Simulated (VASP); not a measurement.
# I (P6_3/mmc) in VASP: further runs, part 2 of 2

VASP 6.6.1.

## (3) Single point, PBE (volume scaled by 0.4)

File INCAR:

```
SYSTEM = I
PREC = Accurate
ENCUT = 520
EDIFF = 1E-6
ISMEAR = -1
SIGMA = 0.08
LREAL = .FALSE.
LASPH = .TRUE.
NELM = 100
ALGO = Normal
ISIF = 2
LWAVE = .FALSE.
LCHARG = .TRUE.
GGA = PE
LELF = .TRUE.
LVHAR = .TRUE.
NBANDS = 14
```

File KPOINTS:

```
Automatic mesh
0
G
  12 12 7
  0 0 0
```

File POSCAR:

```
I
1.0
    2.7578695592      0.0000000000      0.0000000000
   -1.3789347796      2.3883850986      0.0000000000
    0.0000000000      0.0000000000      4.7027566411
I
2
Direct
    0.3333333333      0.6666666667      0.2500000000
    0.6666666667      0.3333333333      0.7500000000
```

Potentials or basis: VASP PAW PBE potentials, release 64 (I).

Launch:

```bash
> cat potpaw_PBE.64/I/POTCAR > POTCAR
> mpirun -np 1 vasp_std > vasp.out
```

OUTCAR:

```text
SYSTEM = I
   PREC = Accurate
   ENCUT = 520
   EDIFF = 1E-6
   ISMEAR = -1
   LREAL = .FALSE.
   LASPH = .TRUE.
   NELM = 100
   ISIF = 2
   GGA = PE

 ion  position               nearest neighbor table
   1  0.333  0.667  0.250-   2 2.84   2 2.84   2 2.84   2 2.84   2 2.84   2 2.84
   2  0.667  0.333  0.750-   1 2.84   1 2.84   1 2.84   1 2.84   1 2.84   1 2.84

  LATTYP: Found a hexagonal cell.
 ALAT       =     2.7578695592
 C/A-ratio  =     1.7052135861

  Lattice vectors:

 A1 = (   2.7578695592,   0.0000000000,   0.0000000000)
 A2 = (  -1.3789347796,   2.3883850986,   0.0000000000)
 A3 = (   0.0000000000,   0.0000000000,   4.7027566411)

Analysis of symmetry for initial positions (statically):
=====================================================================
 Subroutine PRICEL returns:
 Original cell was already a primitive cell.

 Routine SETGRP: Setting up the symmetry group for a
 hexagonal supercell.

 Subroutine GETGRP returns: Found 24 space group operations
 (whereof 12 operations were pure point group operations)
 out of a pool of 24 trial point group operations.

The static configuration has the point symmetry D_3d.
 The point group associated with its full space group is D_6h.

Analysis of symmetry for dynamics (positions and initial velocities):
=====================================================================
 Subroutine PRICEL returns:
 Original cell was already a primitive cell.

 Routine SETGRP: Setting up the symmetry group for a
 hexagonal supercell.

 Subroutine GETGRP returns: Found 24 space group operations
 (whereof 12 operations were pure point group operations)
 out of a pool of 24 trial point group operations.

The dynamic configuration has the point symmetry D_3d.
 The point group associated with its full space group is D_6h.

 Subroutine INISYM returns: Found 24 space group operations
 (whereof 12 operations are pure point group operations),
 and found     1 'primitive' translations

----------------------------------------------------------------------------------------

                                     Primitive cell

  volume of cell :      30.9764

  direct lattice vectors                    reciprocal lattice vectors
     2.757869559  0.000000000  0.000000000     0.362598730  0.209346474  0.000000000
    -1.378934780  2.388385099  0.000000000     0.000000000  0.418692949  0.000000000
     0.000000000  0.000000000  4.702756641     0.000000000  0.000000000  0.212641239

  length of vectors
     2.757869559  2.757869559  4.702756641     0.418692949  0.418692949  0.212641239

  position of ions in fractional coordinates (direct lattice)
     0.333333333  0.666666667  0.250000000
     0.666666667  0.333333333  0.750000000

  ion indices of the primitive-cell ions
   primitive index   ion index
                 1           1
                 2           2

----------------------------------------------------------------------------------------

 KPOINTS: Automatic mesh

Automatic generation of k-mesh.
 Grid dimensions read from file:
 generate k-points for:   12   12    7

 Generating k-lattice:

  Cartesian coordinates                     Fractional coordinates (reciprocal lattice)
     0.030216561  0.017445540  0.000000000     0.083333333  0.000000000  0.000000000
     0.000000000  0.034891079  0.000000000     0.000000000  0.083333333  0.000000000
     0.000000000  0.000000000  0.030377320     0.000000000  0.000000000  0.142857143

  Length of vectors
     0.034891079  0.034891079  0.030377320

  Shift w.r.t. Gamma in fractional coordinates (k-lattice)
     0.000000000  0.000000000  0.000000000

 Subroutine IBZKPT returns following result:
 ===========================================

 Found     76 irreducible k-points:

 Following reciprocal coordinates:
            Coordinates               Weight
  0.000000  0.000000  0.000000      1.000000
  0.083333  0.000000  0.000000      6.000000
  0.166667  0.000000  0.000000      6.000000
  0.250000 -0.000000  0.000000      6.000000
  0.333333  0.000000  0.000000      6.000000
  0.416667 -0.000000  0.000000      6.000000
[... 16 lines left out ...]
  0.250000 -0.000000  0.142857     12.000000
  0.333333  0.000000  0.142857     12.000000
 [... further k-points ...]
   k-points           NKPTS =     76   k-points in BZ     NKDIM =     76   number of bands    NBANDS=     14
   number of dos      NEDOS =    301   number of ions     NIONS =      2
   total plane-waves  NPLWV =  20736
   dimension x,y,z NGX =    24 NGY =   24 NGZ =   36
   dimension x,y,z NGXF=    48 NGYF=   48 NGZF=   72
   ions per type =               2
   NGX,Y,Z   is equivalent  to a cutoff of  14.47, 14.47, 12.73 a.u.
   NGXF,Y,Z  is equivalent  to a cutoff of  28.93, 28.93, 25.45 a.u.
 SYSTEM =  I
   PREC   = accura    normal or accurate (medium, high low for compatibility)
   ISTART =      0    job   : 0-new  1-cont  2-samecut
   ICHARG =      2    charge: 1-file 2-atom 10-const
   ISPIN  =      1    spin polarized calculation?
   LNONCOLLINEAR =      F non collinear calculations
   LSORBIT =      F    spin-orbit coupling
   LASPH  =      T    aspherical Exc in radial PAW
   ENCUT  =  520.0 eV  38.22 Ry    6.18 a.u.   5.13  5.13  8.74*2*pi/ulx,y,z
   NELM   =    100;   NELMIN=  2; NELMDL= -5     # of ELM steps
   EDIFF  = 0.1E-05   stopping-criterion for ELM
   LREAL  =      F    real-space projection
   EDIFFG = 0.1E-04   stopping-criterion for IOM
   NSW    =      0    number of steps for IOM
   IBRION =     -1    ionic relax: 0-MD 1-quasi-New 2-CG
   NFREE  =      0    steps in history (QN), initial steepest desc. (CG)
   ISIF   =      2    stress and relaxation
   ISYM   =      2    0-nonsym 1-usesym 2-fastsym
   POTIM  = 0.5000    time-step for ionic-motion
   TEBEG  =    0.0;   TEEND  =   0.0 temperature during run
   PSTRESS=    0.0 pullay stress
   NELECT =      14.0000    total number of electrons
   NUPDOWN=      -1.0000    fix difference up-down
   EMIN   =  10.00;   EMAX   =-10.00  energy-range for DOS
   EFERMI =   0.00;   METHOD = LEGACY
   ISMEAR =    -1;   SIGMA  =   0.08  broadening in eV -4-tet -1-fermi 0-gaus
   EFERMI_NEDOS =   21; number of points for ismear=-14 and -15
   IALGO  =     38    algorithm
   IMIX   =      4    mixing-type and parameters
     AMIX     =   0.40;   BMIX     =  1.00
     AMIX_MAG =   1.60;   BMIX_MAG =  1.00
  volume/ion in A,a.u.               =      15.49       104.52
  Fermi-wavevector in a.u.,A,eV,Ry     =   1.256340  2.374139 21.475315  1.578391
  Thomas-Fermi vector in A             =   2.390053
   LORBIT       =      0    0 simple, 1 ext, 2 COOP (PROOUT), +10 PAW based schemes
   GGA     = PE    functional components
   LHFCALC =     F    Hartree Fock is set to
   AEXX    =    0.0000 exact exchange contribution
   IVDW    =     0    specifies the selected vdW correction
   LEPSILON=     F    determine dielectric tensor
   LRPA    =     F    only Hartree local field effects (RPA)
 non-spin polarized calculation
  energy-cutoff  :      520.00
  volume of cell :       30.98
 maximum number of plane-waves:       853
 NGX is ok and might be reduce to    24
   NGX = 11   NGY = 11   NGZ = 17

 number of electron      13.9999999 magnetization

 Free energy of the ion-electron system (eV)
  ---------------------------------------------------
  ext. energy  EPLUGINS =         0.00000000
  ---------------------------------------------------
  free energy    TOTEN  =         6.61617157 eV

  energy without entropy =        6.64363265  energy(sigma->0) =        6.62990211

 E-fermi :  19.4937     XC(G=0): -13.1143

 val. band max:       19.4687244622   @ k =   0.3333   0.0000   0.4286
 cond. band min:      19.5027039655   @ k =   0.3333   0.2500   0.4286
 fundamental gap:      0.0339795033
 Fermi energy:        19.4937289576

 k-point     1 :       0.0000    0.0000    0.0000
  band No.  band energies     occupation
      1      -3.0022      2.00000
      2       2.6026      2.00000
      3       6.3951      2.00000
      4      21.8794      0.00000
      5      21.8794      0.00000
      6      23.0407      0.00000
      7      24.3125      0.00000
      8      24.3125      0.00000
      9      26.8877      0.00000
     10      27.2401      0.00000
     11      29.0954      0.00000
     12      29.6868      0.00000
     13      29.6868      0.00000
     14      30.8161      0.00000
[... 377 lines left out ...]
      1       0.2037      2.00000
      2       4.6955      2.00000
      3       9.7575      2.00000
      4      10.8218      2.00000
      5      14.3758      2.00000
      6      17.3641      2.00000
      7      19.0868      1.98772
      8      21.5198      0.00000
      9      22.4127      0.00000
     10      25.3075      0.00000
     11      26.4171      0.00000
     12      29.2616      0.00000
     13      29.6553      0.00000
     14      32.7262      0.00000

 [... further k-points ...]
[... 5 lines left out ...]
  --------------------------------------------------------------------------------------
  -------------------------------------------------------------------------------------
  Total       29.8186405     29.8186405     30.0027726      0.0000000     -0.0000000      0.0000000
  in kB     1542.2963912   1542.2963912   1551.8201725      0.0000000     -0.0000000      0.0000000
  external PRESSURE =    1545.4709850 kB  Pullay stress =       0.0000000 kB

 VOLUME and BASIS-vectors are now :
 -----------------------------------------------------------------------------
  energy-cutoff  :      520.00
  volume of cell :       30.98
      direct lattice vectors                 reciprocal lattice vectors
     2.757869559  0.000000000  0.000000000     0.362598730  0.209346474  0.000000000
    -1.378934780  2.388385099  0.000000000     0.000000000  0.418692949  0.000000000
     0.000000000  0.000000000  4.702756641     0.000000000  0.000000000  0.212641239

 POSITION                                       TOTAL-FORCE (eV/Angst)
 -----------------------------------------------------------------------------------
     -0.00000      1.59226      1.17569         0.000000     -0.000000      0.000000
      1.37893      0.79613      3.52707        -0.000000      0.000000      0.000000
 -----------------------------------------------------------------------------------
    total drift:                               -0.000000      0.000000     -0.000000

  FREE ENERGIE OF THE ION-ELECTRON SYSTEM (eV)
  ---------------------------------------------------
  free  energy   TOTEN  =         6.6161715688 eV

  energy  without entropy=        6.6436326523  energy(sigma->0) =        6.62990211
```

OSZICAR:

```text
N       E                     dE             d eps       ncg     rms          rms(c)
DAV:   1     0.752823237324E+02    0.75282E+02   -0.61677E+03  2128   0.896E+02
DAV:   2     0.963910490854E+01   -0.65643E+02   -0.60478E+02  3026   0.155E+02
DAV:   3     0.658808804505E+01   -0.30510E+01   -0.30311E+01  2754   0.352E+01
DAV:   4     0.656488023122E+01   -0.23208E-01   -0.23206E-01  2646   0.385E+00
DAV:   5     0.656466561455E+01   -0.21462E-03   -0.21461E-03  2826   0.398E-01    0.317E+01
DAV:   6     0.660034010128E+01    0.35674E-01   -0.89762E-03  2584   0.538E-01    0.191E+01
DAV:   7     0.661587571990E+01    0.15536E-01   -0.15540E-02  2560   0.713E-01    0.437E-01
DAV:   8     0.661617023151E+01    0.29451E-03   -0.58381E-04  2590   0.154E-01    0.747E-02
DAV:   9     0.661617193993E+01    0.17084E-05   -0.32812E-05  2780   0.322E-02    0.498E-02
DAV:  10     0.661617046835E+01   -0.14716E-05   -0.12819E-06  2048   0.803E-03    0.526E-03
DAV:  11     0.661617162301E+01    0.11547E-05   -0.37185E-07  1640   0.417E-03    0.525E-03
DAV:  12     0.661617156881E+01   -0.54198E-07   -0.42571E-08  1502   0.161E-03
   1 F= 0.66161716E+01 E0= 0.66299021E+01  d E =-.274611E-01
```

It took 14 s on 1 thread of Intel Xeon 6975P-C (Granite Rapids), shared host; peak memory 0.16 GiB.

What came out:

- Free energy: 6.6162 eV
- Pressure: 154.5 GPa
- Band gap on the k mesh: zero (band 7 reaches 24.31 eV, above the bottom of band 8 at 14.27 eV)

Levels at points of the mesh, in eV from the Fermi level:
| k point | band 4 | band 5 | band 6 | band 7 | band 8 | band 9 | band 10 | band 11 |
| --- | --- | --- | --- | --- | --- | --- | --- | --- |
| (0.00, 0.00, 0.00) | 2.39 | 2.39 | 3.55 | 4.82 | 4.82 | 7.39 | 7.75 | 9.60 |
| (0.50, 0.00, 0.00) | -9.13 | -7.56 | -4.58 | -3.13 | 1.60 | 2.18 | 6.35 | 8.29 |

Caveat: spin-orbit coupling is left out, which moves the levels of the heavy elements.
